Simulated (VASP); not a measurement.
# Ge in VASP: notebook, part 2 of 2

VASP 6.6.1. The steps go on from the part before.

## 5. Single point, r2SCAN

The input, POSCAR:

```
Ge
1.0
    0.0000000000      2.8800000000      2.8800000000
    2.8800000000      0.0000000000      2.8800000000
    2.8800000000      2.8800000000      0.0000000000
Ge
2
Direct
    0.0000000000      0.0000000000      0.0000000000
    0.2500000000      0.2500000000      0.2500000000
```

The input, INCAR.step1:

```
SYSTEM = Ge
  PREC = Accurate
  ENCUT = 520
  ISMEAR = -1
  SIGMA = 0.02
  LREAL = .FALSE.
  LASPH = .TRUE.
  NELM = 100
  NBANDS = 21
  GGA = PE
  ALGO = Normal
  EDIFF = 1E-4
  LWAVE = .TRUE.
  LCHARG = .FALSE.
```

The input, INCAR.step2:

```
SYSTEM = Ge
  PREC = Accurate
  ENCUT = 520
  EDIFF = 1E-7
  ISMEAR = -1
  SIGMA = 0.02
  LREAL = .FALSE.
  LASPH = .TRUE.
  NELM = 100
  ALGO = Normal
  ISIF = 2
  LWAVE = .FALSE.
  LCHARG = .FALSE.
  METAGGA = R2SCAN
  LMIXTAU = .TRUE.
  NBANDS = 21
  ISTART = 1
```

The input, KPOINTS:

```
Automatic mesh
0
G
  6 6 6
  0 0 0
```

Potentials or basis: VASP PAW PBE potentials, release 64 (Ge_d).

Launch:

```console
$ cat potpaw_PBE.64/Ge_d/POTCAR > POTCAR
$ cp INCAR.step1 INCAR
$ mpirun -np 1 vasp_std > vasp.out
$ cp INCAR.step2 INCAR
$ mpirun -np 1 vasp_std > vasp.out
```

OUTCAR:

```text
SYSTEM = Ge
   PREC = Accurate
   ENCUT = 520
   EDIFF = 1E-7
   ISMEAR = -1
   LREAL = .FALSE.
   LASPH = .TRUE.
   NELM = 100
   ISIF = 2
   METAGGA = R2SCAN
   ISTART = 1

 ion  position               nearest neighbor table
   1  0.000  0.000  0.000-   2 2.49   2 2.49   2 2.49   2 2.49
   2  0.250  0.250  0.250-   1 2.49   1 2.49   1 2.49   1 2.49

  LATTYP: Found a face centered cubic cell.
 ALAT       =     5.7600000000

  Lattice vectors:

 A1 = (   0.0000000000,   2.8800000000,   2.8800000000)
 A2 = (   2.8800000000,   0.0000000000,   2.8800000000)
 A3 = (   2.8800000000,   2.8800000000,   0.0000000000)

Analysis of symmetry for initial positions (statically):
=====================================================================
 Subroutine PRICEL returns:
 Original cell was already a primitive cell.

 Routine SETGRP: Setting up the symmetry group for a
 face centered cubic supercell.

 Subroutine GETGRP returns: Found 48 space group operations
 (whereof 24 operations were pure point group operations)
 out of a pool of 48 trial point group operations.

The static configuration has the point symmetry T_d .
 The point group associated with its full space group is O_h .

Analysis of symmetry for dynamics (positions and initial velocities):
=====================================================================
 Subroutine PRICEL returns:
 Original cell was already a primitive cell.

 Routine SETGRP: Setting up the symmetry group for a
 face centered cubic supercell.

 Subroutine GETGRP returns: Found 48 space group operations
 (whereof 24 operations were pure point group operations)
 out of a pool of 48 trial point group operations.

The dynamic configuration has the point symmetry T_d .
 The point group associated with its full space group is O_h .

 Subroutine INISYM returns: Found 48 space group operations
 (whereof 24 operations are pure point group operations),
 and found     1 'primitive' translations

----------------------------------------------------------------------------------------

                                     Primitive cell

  volume of cell :      47.7757

  direct lattice vectors                    reciprocal lattice vectors
     0.000000000  2.880000000  2.880000000    -0.173611111  0.173611111  0.173611111
     2.880000000  0.000000000  2.880000000     0.173611111 -0.173611111  0.173611111
     2.880000000  2.880000000  0.000000000     0.173611111  0.173611111 -0.173611111

  length of vectors
     4.072935060  4.072935060  4.072935060     0.300703265  0.300703265  0.300703265

  position of ions in fractional coordinates (direct lattice)
     0.000000000  0.000000000  0.000000000
     0.250000000  0.250000000  0.250000000

  ion indices of the primitive-cell ions
   primitive index   ion index
                 1           1
                 2           2

----------------------------------------------------------------------------------------

 KPOINTS: Automatic mesh

Automatic generation of k-mesh.
 Grid dimensions read from file:
 generate k-points for:    6    6    6

 Generating k-lattice:

  Cartesian coordinates                     Fractional coordinates (reciprocal lattice)
    -0.028935185  0.028935185  0.028935185     0.166666667  0.000000000  0.000000000
     0.028935185 -0.028935185  0.028935185     0.000000000  0.166666667  0.000000000
     0.028935185  0.028935185 -0.028935185     0.000000000  0.000000000  0.166666667

  Length of vectors
     0.050117211  0.050117211  0.050117211

  Shift w.r.t. Gamma in fractional coordinates (k-lattice)
     0.000000000  0.000000000  0.000000000

 Subroutine IBZKPT returns following result:
 ===========================================

 Found     16 irreducible k-points:

 Following reciprocal coordinates:
            Coordinates               Weight
  0.000000  0.000000  0.000000      1.000000
  0.166667  0.000000  0.000000      8.000000
  0.333333  0.000000  0.000000      8.000000
  0.500000  0.000000  0.000000      4.000000
  0.166667  0.166667  0.000000      6.000000
  0.333333  0.166667  0.000000     24.000000
[... 8 lines left out ...]
 -0.333333  0.333333  0.166667     24.000000
 -0.333333  0.500000  0.166667     12.000000
   k-points           NKPTS =     16   k-points in BZ     NKDIM =     16   number of bands    NBANDS=     21
   number of dos      NEDOS =    301   number of ions     NIONS =      2
   total plane-waves  NPLWV =  27000
   dimension x,y,z NGX =    30 NGY =   30 NGZ =   30
   dimension x,y,z NGXF=    60 NGYF=   60 NGZF=   60
   ions per type =               2
   NGX,Y,Z   is equivalent  to a cutoff of  12.25, 12.25, 12.25 a.u.
   NGXF,Y,Z  is equivalent  to a cutoff of  24.49, 24.49, 24.49 a.u.
 SYSTEM =  Ge
   PREC   = accura    normal or accurate (medium, high low for compatibility)
   ISTART =      1    job   : 0-new  1-cont  2-samecut
   ICHARG =      0    charge: 1-file 2-atom 10-const
   ISPIN  =      1    spin polarized calculation?
   LNONCOLLINEAR =      F non collinear calculations
   LSORBIT =      F    spin-orbit coupling
   LASPH  =      T    aspherical Exc in radial PAW
   ENCUT  =  520.0 eV  38.22 Ry    6.18 a.u.   7.57  7.57  7.57*2*pi/ulx,y,z
   NELM   =    100;   NELMIN=  2; NELMDL=  0     # of ELM steps
   EDIFF  = 0.1E-06   stopping-criterion for ELM
   LREAL  =      F    real-space projection
   EDIFFG = 0.1E-05   stopping-criterion for IOM
   NSW    =      0    number of steps for IOM
   IBRION =     -1    ionic relax: 0-MD 1-quasi-New 2-CG
   NFREE  =      0    steps in history (QN), initial steepest desc. (CG)
   ISIF   =      2    stress and relaxation
   ISYM   =      2    0-nonsym 1-usesym 2-fastsym
   POTIM  = 0.5000    time-step for ionic-motion
   TEBEG  =    0.0;   TEEND  =   0.0 temperature during run
   PSTRESS=    0.0 pullay stress
   NELECT =      28.0000    total number of electrons
   NUPDOWN=      -1.0000    fix difference up-down
   EMIN   =  10.00;   EMAX   =-10.00  energy-range for DOS
   EFERMI =   0.00;   METHOD = LEGACY
   ISMEAR =    -1;   SIGMA  =   0.02  broadening in eV -4-tet -1-fermi 0-gaus
   EFERMI_NEDOS =   21; number of points for ismear=-14 and -15
   IALGO  =     38    algorithm
   IMIX   =      4    mixing-type and parameters
     AMIX     =   0.40;   BMIX     =  1.00
     AMIX_MAG =   1.60;   BMIX_MAG =  1.00
  volume/ion in A,a.u.               =      23.89       161.20
  Fermi-wavevector in a.u.,A,eV,Ry     =   1.370014  2.588951 25.537299  1.876939
  Thomas-Fermi vector in A             =   2.495838
   LORBIT       =      0    0 simple, 1 ext, 2 COOP (PROOUT), +10 PAW based schemes
   METAGGA = R2SCAN    functional components
   LHFCALC =     F    Hartree Fock is set to
   AEXX    =    0.0000 exact exchange contribution
   IVDW    =     0    specifies the selected vdW correction
   LEPSILON=     F    determine dielectric tensor
   LRPA    =     F    only Hartree local field effects (RPA)
 non-spin polarized calculation
  energy-cutoff  :      520.00
  volume of cell :       47.78
 maximum number of plane-waves:      1303
   NGX = 15   NGY = 15   NGZ = 15

 number of electron      27.9999979 magnetization

 Free energy of the ion-electron system (eV)
  ---------------------------------------------------
  ext. energy  EPLUGINS =         0.00000000
  ---------------------------------------------------
  free energy    TOTEN  =       -27.68661594 eV

  energy without entropy =      -27.68625902  energy(sigma->0) =      -27.68643748

 E-fermi :   4.3098     XC(G=0): -10.5365

 val. band max:        4.2959182027   @ k =   0.0000   0.0000   0.0000
 cond. band min:       4.5643606827   @ k =   0.5000   0.0000   0.0000
 fundamental gap:      0.2684424800
 Fermi energy:         4.3098309922

 k-point     1 :       0.0000    0.0000    0.0000
  band No.  band energies     occupation
      1     -21.1245      2.00000
      2     -21.1245      2.00000
      3     -21.1244      2.00000
      4     -21.0893      2.00000
      5     -21.0893      2.00000
      6     -20.8996      2.00000
[... 13 lines left out ...]
     20      14.0910      0.00000
     21      14.0910      0.00000
[... 337 lines left out ...]
 k-point    16 :      -0.3333    0.5000    0.1667
  band No.  band energies     occupation
      1     -21.1652      2.00000
      2     -21.1652      2.00000
      3     -21.0494      2.00000
      4     -21.0494      2.00000
      5     -20.9881      2.00000
      6     -20.9881      2.00000
[... 13 lines left out ...]
     20      15.5491      0.00000
     21      17.5875      0.00000

------------------------ aborting loop because EDIFF is reached ----------------------------------------

  FORCE on cell =-STRESS in cart. coord.  units (eV):
  Direction    XX          YY          ZZ          XY          YZ          ZX
  --------------------------------------------------------------------------------------
  -------------------------------------------------------------------------------------
  Total       -0.8009593     -0.8009593     -0.8009593      0.0000000      0.0000000     -0.0000000
  in kB      -26.8604678    -26.8604678    -26.8604678      0.0000000      0.0000000     -0.0000000
  external PRESSURE =     -26.8604678 kB  Pullay stress =       0.0000000 kB

 VOLUME and BASIS-vectors are now :
 -----------------------------------------------------------------------------
  energy-cutoff  :      520.00
  volume of cell :       47.78
      direct lattice vectors                 reciprocal lattice vectors
     0.000000000  2.880000000  2.880000000    -0.173611111  0.173611111  0.173611111
     2.880000000  0.000000000  2.880000000     0.173611111 -0.173611111  0.173611111
     2.880000000  2.880000000  0.000000000     0.173611111  0.173611111 -0.173611111

 POSITION                                       TOTAL-FORCE (eV/Angst)
 -----------------------------------------------------------------------------------
      0.00000      0.00000      0.00000         0.000000      0.000000      0.000000
      1.44000      1.44000      1.44000        -0.000000     -0.000000     -0.000000
 -----------------------------------------------------------------------------------
    total drift:                                0.000000      0.000000      0.000000

  FREE ENERGIE OF THE ION-ELECTRON SYSTEM (eV)
  ---------------------------------------------------
  free  energy   TOTEN  =       -27.6866159447 eV

  energy  without entropy=      -27.6862590228  energy(sigma->0) =      -27.68643748
```

Wall time 34 s (1 thread of Intel Xeon 6975P-C (Granite Rapids), shared host); peak memory 0.17 GiB.

Results:

| Item | Value |
| --- | --- |
| Free energy | -27.6866 eV |
| Pressure | -2.7 GPa |
| Band gap on the k mesh | zero (filled and empty bands touch) |

Caveat: the PAW data sets were made with another functional, which shifts forces and pressure a little.

## 6. Overview

```csv
level,k mesh,smearing,gap on the mesh (eV),pressure (GPa)
PBE,4 × 4 × 4,fermi-dirac 0.05 eV,none,1.1
PBE,6 × 6 × 6,fermi-dirac 0.02 eV,none,0.1
r2SCAN,6 × 6 × 6,fermi-dirac 0.02 eV,none,-2.7
```

Some of these runs hold the atoms at other places in the same cell, which the table doesn't show; runs alike in all that it shows share one row.

Alike in all rows: task single point; potentials or basis VASP PAW PBE potentials, release 64 (Ge_d); no spin polarisation; cell as given; cutoff (eV) 520.

Caveats: some runs use coarse meshes; the PAW data sets were made with another functional, which shifts forces and pressure a little (some runs).

Absolute energies hang on the potentials; compare differences alone.
